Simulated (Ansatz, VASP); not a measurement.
## MoS2 in VASP and in Ansatz

INCAR

```
ALGO = Normal
EDIFF = 1E-6
ENCUT = 520
GGA = CA
ISIF = 2
ISMEAR = -1
LASPH = True
LCHARG = False
LREAL = False
LWAVE = False
NBANDS = 35
NELM = 100
PREC = Accurate
SIGMA = 0.03
```

KPOINTS

```
k-points
0
Gamma
  10 10 3
```

The input POSCAR:

```
MoS2
1.0
    3.2242216336      0.0000000000      0.0000000000
   -1.6121108168      2.7922578422      0.0000000000
    0.0000000000      0.0000000000     12.2950000000
Mo S
2 4
Direct
    0.3333333333      0.6666666667      0.2500000000
    0.6666666667      0.3333333333      0.7500000000
    0.3333333333      0.6666666667      0.6275000000
    0.6666666667      0.3333333333      0.1275000000
    0.3333333333      0.6666666667      0.8725000000
    0.6666666667      0.3333333333      0.3725000000
```

Input for Ansatz:

```yaml
crystal:
  lattice:
    - [3.2242216336, 0.0, 0.0]
    - [-1.6121108168, 2.7922578422, 0.0]
    - [0.0, 0.0, 12.295]
  atoms:
    - { symbol: Mo, position: [0.3333333333, 0.6666666667, 0.25] }
    - { symbol: Mo, position: [0.6666666667, 0.3333333333, 0.75] }
    - { symbol: S, position: [0.3333333333, 0.6666666667, 0.6275] }
    - { symbol: S, position: [0.6666666667, 0.3333333333, 0.1275] }
    - { symbol: S, position: [0.3333333333, 0.6666666667, 0.8725] }
    - { symbol: S, position: [0.6666666667, 0.3333333333, 0.3725] }
kpoints:
  mp_grid: { grid: [10, 10, 3] }
  band_path:
    path:
      - [0.0, 0.0, 0.0]
      - [0.5, 0.0, 0.0]
      - [0.3333333333, 0.3333333333, 0.0]
      - [0.0, 0.0, 0.0]
      - [0.0, 0.0, 0.5]
      - [0.5, 0.0, 0.5]
      - [0.3333333333, 0.3333333333, 0.5]
      - [0.0, 0.0, 0.5]
      - [0.5, 0.0, 0.5]
    npoints: 5
scf:
  occupations: { method: fermi_dirac, width: 0.03 }
hamiltonian:
  xc: lda
  pseudopotentials: { kind: all_electron, lapw: { basis_error: 0.001 } }
output:
  forces: true
  stress: true
  eigenvalues: true
```

Change from the starting cell: equal xx and yy strain of +2 %.

Alike in both runs: task single point; functional LDA; k mesh 10 × 10 × 3; occupations fermi-dirac, width 0.03 eV; no spin polarisation.

|  | VASP | Ansatz |
| --- | --- | --- |
| version | VASP 6.6.1 | Ansatz 0.2.0 |
| potentials or method | VASP PAW LDA potentials, release 64 (Mo_sv, S), cutoff 520 eV | all-electron LAPW, scalar-relativistic |

VASP gave:

| Property | Result |
| --- | --- |
| pressure (GPa) | -4.6 |
| traceless stress, the component that is largest in VASP (GPa) | 6.14 |
| rms of the force components (eV/Å) | 0.154 |

Problem. What did Ansatz give for the same quantities?

Solution. Pressure (GPa): -4.6; traceless stress, the component that is largest in VASP (GPa): 6.17; rms of the force components (eV/Å): 0.149.

LDA's correlation is that of Perdew and Zunger in VASP and of Perdew and Wang (1992) in Ansatz. Atom by atom the forces differ by 0.005 eV/Å (rms over components). Ansatz ran all-electron here, and VASP with PAW potentials.
